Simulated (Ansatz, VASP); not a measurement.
One calculation of Si16O, two programs

```
CELL_PARAMETERS angstrom
0.00000 5.43000 5.43000
5.43000 0.00000 5.43000
5.43000 5.43000 0.00000
ATOMIC_POSITIONS crystal
Si 0.98865 0.00353 0.99953
Si 0.07335 0.15808 0.13374
Si 0.00260 0.99878 0.50501
Si 0.12928 0.12671 0.62515
Si 0.04997 0.51394 0.96018
Si 0.13559 0.62754 0.12705
Si 0.02099 0.50069 0.50071
Si 0.18200 0.62410 0.58930
Si 0.44571 0.04596 0.00690
Si 0.61329 0.12975 0.12882
Si 0.50381 0.00545 0.50327
Si 0.62694 0.12816 0.63261
Si 0.50547 0.50330 0.00136
Si 0.58213 0.67420 0.11854
Si 0.55347 0.49919 0.47551
Si 0.64533 0.63132 0.62530
O 0.81627 0.70100 0.94364
```

Alike in both runs: functional PBEsol; k mesh 2 × 2 × 2; occupations fermi-dirac, width 0.05 eV; collinear spin.

Ansatz relaxed the structure, and its values are those at the end. VASP's run is a single point on that final structure, the one shown.

|  | VASP | Ansatz |
| --- | --- | --- |
| version | VASP 6.6.1 | Ansatz 0.2.0 |
| potentials or method | VASP PAW PBE potentials, release 64 (Si, O), cutoff 520 eV | scalar-relativistic, plane waves, PAW |
| valence electrons in the cell | 70 | 70 |

|  | VASP | Ansatz | Ansatz less VASP |
| --- | --- | --- | --- |
| rms of the force components (eV/Å) | 0.027 | 0.017 | -0.0102 |
| net moment per atom (μB) | 0.00 | 0.00 | 0.000 |

VASP's potentials were made for PBE, not for PBEsol, and Ansatz warns of the same on its side. With one functional, cell and mesh, what is left measures potentials, basis and numerics. Ansatz's warnings: seeded moment not kept.

The k mesh is coarse, so the values compare programs but aren't converged.
